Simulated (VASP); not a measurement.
# WC (P-6m2) in VASP: a series of runs

Runs on WC. Level: PBE. Tasks: single point.

Program: VASP 6.6.1. These are calculated values, not measurements. Logs are shortened: lines on timing, memory, paths and dates and some standing lists are left out, and cuts for length are marked.

### 1 The cell of the first run

It takes space group P-6m2 (No. 187, hexagonal). The conventional cell has a = 2.923 Å, b = 2.923 Å, c = 2.846 Å, α = 90.00°, β = 90.00°, γ = 120.00°. Within 2.9 Å of W (site symmetry -6m2) lie 6 C at 2.21 Å and 2 W at 2.85 Å. Within 2.9 Å of C (site symmetry -6m2) lie 6 W at 2.21 Å and 2 C at 2.85 Å.

### 2 Single point, PBE

INCAR reads:

```
  ALGO = Normal
  EDIFF = 1E-6
  ENCUT = 910
  GGA = PE
  GGA_COMPAT = False
  ISIF = 2
  ISMEAR = 0
  LASPH = True
  LCHARG = True
  LELF = True
  LREAL = False
  LVHAR = True
  LWAVE = False
  NBANDS = 16
  NELM = 120
  PREC = Accurate
  SIGMA = 0.1
```

KPOINTS reads:

```
k-points
0
Gamma
  6 6 8
```

POSCAR reads:

```
WC
1.0
    2.9226137789      0.0000000000      0.0000000000
   -1.4613068895      2.5310577780      0.0000000000
    0.0000000000      0.0000000000      2.8457690052
W C
1 1
Direct
    0.0000000000      0.0000000000      0.0000000000
    0.6666666667      0.3333333333      0.5000000000
```

Potentials or basis: VASP PAW PBE potentials, release 64 (W_sv, C_h).

Run with:

```sh
$ cat potpaw_PBE.64/W_sv/POTCAR potpaw_PBE.64/C_h/POTCAR > POTCAR
$ mpirun -np 1 vasp_std > vasp.out
```

OUTCAR:

```text
EDIFF = 1E-6
   ENCUT = 910
   GGA = PE
   ISIF = 2
   ISMEAR = 0
   LASPH = True
   LREAL = False
   NELM = 120
   PREC = Accurate

 ion  position               nearest neighbor table
   1  0.000  0.000  0.000-   2 2.21   2 2.21   2 2.21   2 2.21   2 2.21   2 2.21
   2  0.667  0.333  0.500-   1 2.21   1 2.21   1 2.21   1 2.21   1 2.21   1 2.21

  LATTYP: Found a hexagonal cell.
 ALAT       =     2.9226137789
 C/A-ratio  =     0.9737068325

  Lattice vectors:

 A1 = (   2.9226137789,   0.0000000000,   0.0000000000)
 A2 = (  -1.4613068895,   2.5310577780,   0.0000000000)
 A3 = (   0.0000000000,   0.0000000000,   2.8457690052)

Analysis of symmetry for initial positions (statically):
=====================================================================
 Subroutine PRICEL returns:
 Original cell was already a primitive cell.

 Routine SETGRP: Setting up the symmetry group for a
 hexagonal supercell.

 Subroutine GETGRP returns: Found 12 space group operations
 (whereof 12 operations were pure point group operations)
 out of a pool of 24 trial point group operations.

The static configuration has the point symmetry D_3h.

Analysis of symmetry for dynamics (positions and initial velocities):
=====================================================================
 Subroutine PRICEL returns:
 Original cell was already a primitive cell.

 Routine SETGRP: Setting up the symmetry group for a
 hexagonal supercell.

 Subroutine GETGRP returns: Found 12 space group operations
 (whereof 12 operations were pure point group operations)
 out of a pool of 24 trial point group operations.

The dynamic configuration has the point symmetry D_3h.

 Subroutine INISYM returns: Found 12 space group operations
 (whereof 12 operations are pure point group operations),
 and found     1 'primitive' translations

----------------------------------------------------------------------------------------

                                     Primitive cell

  volume of cell :      21.0510

  direct lattice vectors                    reciprocal lattice vectors
     2.922613779  0.000000000  0.000000000     0.342159476  0.197545866  0.000000000
    -1.461306890  2.531057778  0.000000000     0.000000000  0.395091731  0.000000000
     0.000000000  0.000000000  2.845769005     0.000000000  0.000000000  0.351398866

  length of vectors
     2.922613779  2.922613779  2.845769005     0.395091731  0.395091731  0.351398866

  position of ions in fractional coordinates (direct lattice)
     0.000000000  0.000000000  0.000000000
     0.666666667  0.333333333  0.500000000

  ion indices of the primitive-cell ions
   primitive index   ion index
                 1           1
                 2           2

----------------------------------------------------------------------------------------

 KPOINTS: k-points

Automatic generation of k-mesh.
 Grid dimensions read from file:
 generate k-points for:    6    6    8

 Generating k-lattice:

  Cartesian coordinates                     Fractional coordinates (reciprocal lattice)
     0.057026579  0.032924311  0.000000000     0.166666667 -0.000000000  0.000000000
     0.000000000  0.065848622  0.000000000     0.000000000  0.166666667  0.000000000
     0.000000000  0.000000000  0.043924858     0.000000000  0.000000000  0.125000000

  Length of vectors
     0.065848622  0.065848622  0.043924858

  Shift w.r.t. Gamma in fractional coordinates (k-lattice)
     0.000000000  0.000000000  0.000000000

 Subroutine IBZKPT returns following result:
 ===========================================

 Found     35 irreducible k-points:

 Following reciprocal coordinates:
            Coordinates               Weight
  0.000000  0.000000  0.000000      1.000000
  0.166667  0.000000  0.000000      6.000000
  0.333333  0.000000  0.000000      6.000000
  0.500000  0.000000  0.000000      3.000000
  0.166667  0.166667  0.000000      6.000000
  0.333333  0.166667  0.000000     12.000000
[... 16 lines left out ...]
  0.166667  0.000000  0.375000     12.000000
  0.333333  0.000000  0.375000     12.000000
 [... further k-points ...]
   k-points           NKPTS =     35   k-points in BZ     NKDIM =     35   number of bands    NBANDS=     16
   number of dos      NEDOS =    301   number of ions     NIONS =      2
   total plane-waves  NPLWV =  25200
   dimension x,y,z NGX =    30 NGY =   30 NGZ =   28
   dimension x,y,z NGXF=    60 NGYF=   60 NGZF=   56
   ions per type =               1   1
   NGX,Y,Z   is equivalent  to a cutoff of  17.06, 17.06, 16.36 a.u.
   NGXF,Y,Z  is equivalent  to a cutoff of  34.13, 34.13, 32.71 a.u.
 SYSTEM =  unknown system
   PREC   = accura    normal or accurate (medium, high low for compatibility)
   ISTART =      0    job   : 0-new  1-cont  2-samecut
   ICHARG =      2    charge: 1-file 2-atom 10-const
   ISPIN  =      1    spin polarized calculation?
   LNONCOLLINEAR =      F non collinear calculations
   LSORBIT =      F    spin-orbit coupling
   LASPH  =      T    aspherical Exc in radial PAW
   ENCUT  =  910.0 eV  66.88 Ry    8.18 a.u.   7.19  7.19  7.00*2*pi/ulx,y,z
   NELM   =    120;   NELMIN=  2; NELMDL= -5     # of ELM steps
   EDIFF  = 0.1E-05   stopping-criterion for ELM
   LREAL  =      F    real-space projection
   EDIFFG = 0.1E-04   stopping-criterion for IOM
   NSW    =      0    number of steps for IOM
   IBRION =     -1    ionic relax: 0-MD 1-quasi-New 2-CG
   NFREE  =      0    steps in history (QN), initial steepest desc. (CG)
   ISIF   =      2    stress and relaxation
   ISYM   =      2    0-nonsym 1-usesym 2-fastsym
   POTIM  = 0.5000    time-step for ionic-motion
   TEBEG  =    0.0;   TEEND  =   0.0 temperature during run
   PSTRESS=    0.0 pullay stress
   NELECT =      18.0000    total number of electrons
   NUPDOWN=      -1.0000    fix difference up-down
   EMIN   =  10.00;   EMAX   =-10.00  energy-range for DOS
   EFERMI =   0.00;   METHOD = LEGACY
   ISMEAR =     0;   SIGMA  =   0.10  broadening in eV -4-tet -1-fermi 0-gaus
   EFERMI_NEDOS =   21; number of points for ismear=-14 and -15
   IALGO  =     38    algorithm
   IMIX   =      4    mixing-type and parameters
     AMIX     =   0.40;   BMIX     =  1.00
     AMIX_MAG =   1.60;   BMIX_MAG =  1.00
  volume/ion in A,a.u.               =      10.53        71.03
  Fermi-wavevector in a.u.,A,eV,Ry     =   1.553846  2.936343 32.850412  2.414437
  Thomas-Fermi vector in A             =   2.658018
   LORBIT       =      0    0 simple, 1 ext, 2 COOP (PROOUT), +10 PAW based schemes
   GGA     = PE    functional components
   LHFCALC =     F    Hartree Fock is set to
   AEXX    =    0.0000 exact exchange contribution
   IVDW    =     0    specifies the selected vdW correction
   LEPSILON=     F    determine dielectric tensor
   LRPA    =     F    only Hartree local field effects (RPA)
 non-spin polarized calculation
 Gauss-broadening in eV      SIGMA  =   0.10
  energy-cutoff  :      910.00
  volume of cell :       21.05
 maximum number of plane-waves:      1338
 NGX is ok and might be reduce to    30
   NGX = 15   NGY = 15   NGZ = 13

 number of electron      18.0000001 magnetization

 Free energy of the ion-electron system (eV)
  ---------------------------------------------------
  ext. energy  EPLUGINS =         0.00000000
  ---------------------------------------------------
  free energy    TOTEN  =       -22.45804469 eV

  energy without entropy =      -22.45512436  energy(sigma->0) =      -22.45658453

 E-fermi :  11.4384     XC(G=0): -13.7545

 val. band max:       11.3229749400   @ k =   0.0000   0.0000   0.1250
 cond. band min:      11.4642821741   @ k =   0.5000   0.0000   0.5000
 fundamental gap:      0.1413072340
 Fermi energy:        11.4384279244

 k-point     1 :       0.0000    0.0000    0.0000
  band No.  band energies     occupation
      1     -62.8409      2.00000
      2     -26.8181      2.00000
      3     -26.7252      2.00000
      4     -26.7252      2.00000
      5      -3.1362      2.00000
      6       6.9698      2.00000
[... 8 lines left out ...]
     15      25.4217      0.00000
     16      27.7915      0.00000

 k-point     2 :       0.1667    0.0000    0.0000
  band No.  band energies     occupation
      1     -62.8274      2.00000
      2     -26.9248      2.00000
      3     -26.7922      2.00000
      4     -26.7709      2.00000
      5      -2.4536      2.00000
      6       6.5831      2.00000
[... 8 lines left out ...]
     15      24.7807      0.00000
     16      29.1999      0.00000

 k-point     3 :       0.3333    0.0000    0.0000
  band No.  band energies     occupation
      1     -62.8005      2.00000
      2     -27.3073      2.00000
      3     -26.8609      2.00000
      4     -26.7401      2.00000
      5      -0.8705      2.00000
      6       4.9928      2.00000
[... 8 lines left out ...]
     15      25.9648      0.00000
     16      27.7188      0.00000

 k-point     4 :       0.5000    0.0000    0.0000
  band No.  band energies     occupation
      1     -62.7870      2.00000
      2     -27.4910      2.00000
      3     -26.9053      2.00000
      4     -26.7139      2.00000
      5       0.1563      2.00000
      6       4.2329      2.00000
[... 8 lines left out ...]
     15      23.8617      0.00000
     16      29.1014      0.00000
[... 324 lines left out ...]
 k-point    22 :       0.0000    0.0000    0.3750
  band No.  band energies     occupation
      1     -62.8076      2.00000
      2     -27.4309      2.00000
      3     -26.6698      2.00000
      4     -26.6698      2.00000
      5      -0.3100      2.00000
      6       3.9156      2.00000
[... 8 lines left out ...]
     15      25.0682      0.00000
     16      29.8254      0.00000

 k-point    23 :       0.1667    0.0000    0.3750
  band No.  band energies     occupation
      1     -62.7945      2.00000
      2     -27.3934      2.00000
      3     -26.8590      2.00000
      4     -26.7130      2.00000
      5      -0.1018      2.00000
      6       4.3359      2.00000
[... 8 lines left out ...]
     15      25.7809      0.00000
     16      28.1022      0.00000

 k-point    24 :       0.3333    0.0000    0.3750
  band No.  band energies     occupation
      1     -62.7680      2.00000
      2     -27.3179      2.00000
      3     -27.2225      2.00000
      4     -26.7983      2.00000
      5       0.0949      2.00000
      6       4.7226      2.00000
[... 8 lines left out ...]
     15      25.1860      0.00000
     16      28.4665      0.00000

 [... further k-points ...]
[... 5 lines left out ...]
  --------------------------------------------------------------------------------------
  -------------------------------------------------------------------------------------
  Total        0.1160978      0.1160978      0.1569975     -0.0000000     -0.0000000      0.0000000
  in kB        8.8361186      8.8361186     11.9489618     -0.0000000     -0.0000000      0.0000000
  external PRESSURE =       9.8737330 kB  Pullay stress =       0.0000000 kB

 VOLUME and BASIS-vectors are now :
 -----------------------------------------------------------------------------
  energy-cutoff  :      910.00
  volume of cell :       21.05
      direct lattice vectors                 reciprocal lattice vectors
     2.922613779  0.000000000  0.000000000     0.342159476  0.197545866  0.000000000
    -1.461306890  2.531057778  0.000000000     0.000000000  0.395091731  0.000000000
     0.000000000  0.000000000  2.845769005     0.000000000  0.000000000  0.351398866

 POSITION                                       TOTAL-FORCE (eV/Angst)
 -----------------------------------------------------------------------------------
      0.00000      0.00000      0.00000        -0.000000      0.000000      0.000000
      1.46131      0.84369      1.42288         0.000000     -0.000000      0.000000
 -----------------------------------------------------------------------------------
    total drift:                               -0.000000      0.000000      0.000000

  FREE ENERGIE OF THE ION-ELECTRON SYSTEM (eV)
  ---------------------------------------------------
  free  energy   TOTEN  =       -22.4580446897 eV

  energy  without entropy=      -22.4551243630  energy(sigma->0) =      -22.45658453
```

It used 35 s of CPU time on 1 thread of AMD EPYC 7R13 Processor (Zen 3), with other jobs on the host.

What came out:

- Free energy: -22.4580 eV
- Pressure: 1.0 GPa
- Band gap on the k mesh: zero (band 9 reaches 11.83 eV, above the bottom of band 10 at 10.63 eV)

Levels at points of the mesh, in eV from the Fermi level:
```tsv
k point	band 7	band 8	band 9	band 10	band 11	band 12
(0.00, 0.00, 0.00)	-3.52	-3.52	-0.12	2.93	2.93	5.32
(0.50, 0.00, 0.00)	-3.77	-3.74	-0.71	2.07	4.19	4.53
(0.00, 0.00, 0.50)	-2.24	-2.24	-0.80	-0.80	3.41	4.24
(0.50, 0.00, 0.50)	-4.50	-4.39	0.03	4.09	4.97	6.27
```

Caveat: the k points lie up to 0.41 Å⁻¹ apart; the cutoff is under 1.25 times the usual one of these potentials, so pressure, stress and relaxed cells hold a basis-set (Pulay) error; spin-orbit coupling is left out, which moves the levels of the heavy elements.

### 3 Single point, PBE

INCAR reads:

```
ALGO = Normal ; EDIFF = 1E-6
ENCUT = 910 ; GGA = PE
GGA_COMPAT = F ; ISIF = 2
ISMEAR = 0 ; LASPH = T
LCHARG = T ; LELF = T
LREAL = F ; LVHAR = T
LWAVE = F ; NBANDS = 16
NELM = 120 ; PREC = Accurate
SIGMA = 0.1
```

KPOINTS reads:

```
k-points
0
Gamma
  18 18 14
```

POSCAR reads:

```
WC
1.0
    2.9217716515      0.0000000000      0.0000000000
   -1.4608858258      2.5303284743      0.0000000000
    0.0000000000      0.0000000000      2.8470758828
W C
1 1
Direct
    0.0000000000      0.0000000000      0.0000000000
    0.6666666667      0.3333333333      0.5000000000
```

Potentials or basis: VASP PAW PBE potentials, release 64 (W_sv, C_h).

Run with:

```sh
$ cat potpaw_PBE.64/W_sv/POTCAR potpaw_PBE.64/C_h/POTCAR > POTCAR
$ mpirun -np 1 vasp_std > vasp.out
```

It took 73 s on 1 thread of Intel Xeon 6975P-C (Granite Rapids), shared host; peak memory 0.35 GiB.

Results (log left out):

```
Free energy            : -22.4566 eV
Pressure               : 0.9 GPa
Band gap on the k mesh : zero (band 9 reaches 11.83 eV, above the bottom of band 10 at 10.64 eV)
```

Stress tensor (GPa, compression positive):
```
0.84 0.00 0.00
0.00 0.84 0.00
0.00 0.00 1.13
```

Levels at points of the mesh, in eV from the Fermi level:
| k point | band 7 | band 8 | band 9 | band 10 | band 11 | band 12 |
| --- | --- | --- | --- | --- | --- | --- |
| (0.00, 0.00, 0.00) | -3.27 | -3.27 | 0.11 | 3.18 | 3.18 | 5.56 |
| (0.50, 0.00, 0.00) | -3.53 | -3.49 | -0.46 | 2.32 | 4.45 | 4.79 |
| (0.00, 0.00, 0.50) | -1.98 | -1.98 | -0.56 | -0.56 | 3.65 | 4.49 |
| (0.50, 0.00, 0.50) | -4.24 | -4.14 | 0.27 | 4.34 | 5.22 | 6.52 |

Caveat: the cutoff is under 1.25 times the usual one of these potentials, so pressure, stress and relaxed cells hold a basis-set (Pulay) error; spin-orbit coupling is left out, which moves the levels of the heavy elements.
